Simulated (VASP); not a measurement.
Write the native input for VASP 6.6.1 that does the following.

```yaml
Task: single point
Functional: PBEsol
Potentials_or_basis: VASP PAW PBE potentials, release 64 (C)
Cutoff: 520 eV
k_mesh: 21 × 21 × 6
Occupations: gaussian, width 0.15 eV
Spin: no spin polarisation
Dipole_correction: no
Further_INCAR_settings: ALGO = Normal; EDIFF = 1e-07; NBANDS = 16
```

The structure of C lies in POSCAR:

```
C
1.0
    1.2272320163     -2.2417736614      0.0000000000
    1.2272320163      2.2417736614      0.0000000000
    0.0000000000      0.0000000000      7.7683131902
C
4
Direct
    0.0833216498      0.9166783502      0.7498439858
    0.5833216498      0.4166783502      0.2501560142
    0.9166783502      0.0833216498      0.2501560142
    0.4166783502      0.5833216498      0.7498439858
```

The input as run:

INCAR

```
SYSTEM = C
ALGO = Normal
EDIFF = 1E-7
ENCUT = 520
GGA = PS
ISIF = 2
ISMEAR = 0
LASPH = .True.
LCHARG = .False.
LREAL = .False.
LWAVE = .False.
NBANDS = 16
NELM = 80
PREC = Accurate
SIGMA = 0.15
```

KPOINTS

```
k-points
0
Gamma
  21 21 6
  0 0 0
```

Potentials or basis: VASP PAW PBE potentials, release 64 (C).

Run with:

```bash
$ cat potpaw_PBE.64/C/POTCAR > POTCAR
$ mpirun -np 1 vasp_std > vasp.out
```

It gave:

```json
{
 "Pressure": "-15.2 GPa",
 "Largest force": "0.270 eV/Å"
}
```

Caveat: the stress differs along the axes, from -41 to -0 GPa; this functional lacks dispersion, which binds layers or chains, so the pressure and a relaxed spacing across them are unreliable; the PAW data sets were made with another functional, which shifts forces and pressure a little.

It took 7.6 min on 1 thread of Intel Xeon 8259CL, with other jobs on the host, peak memory 0.34 GiB.
